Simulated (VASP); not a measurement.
Write the native input for VASP 6.6.1 that does the following.

```
Task                   : single point
Functional             : PBE
Dispersion             : D3(BJ)
Potentials or basis    : VASP PAW PBE potentials, release 64 (P)
Cutoff                 : 520 eV
k mesh                 : 10 × 4 × 8
Occupations            : gaussian, width 0.1 eV
Spin                   : no spin polarisation
Dipole correction      : no
Further INCAR settings : ALGO = Normal; EDIFF = 1e-06; NBANDS = 30
```

The structure of P lies in POSCAR:

```
P
1.0
    3.4554252447      0.0000000000      0.0000000000
    0.0000000000     10.5991815319      0.0000000000
    0.0000000000      0.0000000000      3.9983895121
P
8
Direct
    0.0000000000      0.8969480532      0.9328109604
    0.5000000000      0.8969480532      0.5671890396
    0.5000000000      0.6030519468      0.0671890396
    0.0000000000      0.6030519468      0.4328109604
    0.5000000000      0.3969480532      0.9328109604
    0.0000000000      0.3969480532      0.5671890396
    0.0000000000      0.1030519468      0.0671890396
    0.5000000000      0.1030519468      0.4328109604
```

This cell differs from its parent crystal: biaxial strain in the a-b plane: +4.0 %, then relaxed in part.

The input as run:

INCAR

```
SYSTEM = P
PREC = Accurate
ENCUT = 520
EDIFF = 1E-6
ISMEAR = 0
SIGMA = 0.1
LREAL = .False.
LASPH = .True.
NELM = 100
ALGO = Normal
ISIF = 2
LWAVE = .False.
LCHARG = .False.
GGA = PE
IVDW = 12
NBANDS = 30
```

KPOINTS

```
regular mesh
0
Gamma
  10 4 8
  0 0 0
```

Potentials or basis: VASP PAW PBE potentials, release 64 (P).

Launch:

```console
$ cat potpaw_PBE.64/P/POTCAR > POTCAR
$ mpirun -np 1 vasp_std > vasp.out
```

It gave:

| Property | Result |
| --- | --- |
| Pressure | -2.8 GPa |
| Largest force | 0.057 eV/Å |
| Band gap on the k mesh | zero (bands 20 and 21 overlap by 0.19 eV) |
| Dispersion energy per atom | -0.384 eV |

Caveat: the cell differs from its parent crystal (biaxial strain in the a-b plane: +4.0 %, then relaxed in part).

It took 5.4 min on 1 thread of Intel(R) Xeon(R) Platinum 8375C CPU @ 2.90GHz (Ice Lake) (shared host), peak memory 0.41 GiB.
